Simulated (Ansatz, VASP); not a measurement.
**Two plane-wave programs on CO**

```
CELL_PARAMETERS angstrom
5.66880 0.00000 0.00000
0.00000 5.66880 0.00000
0.00000 0.00000 5.66880
ATOMIC_POSITIONS crystal
C 0.96619 0.96619 0.96619
C 0.53381 0.03381 0.46619
C 0.46619 0.53381 0.03381
C 0.03381 0.46619 0.53381
O 0.08091 0.08091 0.08091
O 0.41909 0.91909 0.58091
O 0.58091 0.41909 0.91909
O 0.91909 0.58091 0.41909
```

Alike in both runs: functional r2SCAN; k mesh 4 × 4 × 4; occupations gaussian, width 0.02 eV; no spin polarisation.

Ansatz relaxed the structure, and its values are those at the end. VASP's run is a single point on that final structure, the one shown.

|  | VASP | Ansatz |
| --- | --- | --- |
| version | VASP 6.6.1 | Ansatz 0.2.0 |
| potentials or method | VASP PAW PBE potentials, release 64 (C_h, O_h), cutoff 910 eV | scalar-relativistic, plane waves, PAW |
| valence electrons in the cell | 40 | 40 |

Ansatz gave:

| Property | Result |
| --- | --- |
| gap on the k mesh at the Fermi level (eV) | 6.75 |
| least direct gap on the mesh (eV) | 6.75 |
| rms of the force components (eV/Å) | 0.004 |

Task: Which values does VASP return?

Result: gap on the k mesh at the Fermi level (eV): 6.75; least direct gap on the mesh (eV): 6.75; rms of the force components (eV/Å): 0.020.

VASP's potentials were made for PBE, not for r2SCAN.

Noted on VASP's run: the cutoff is under 1.25 times that of the potentials, so the pressure is a little rough.
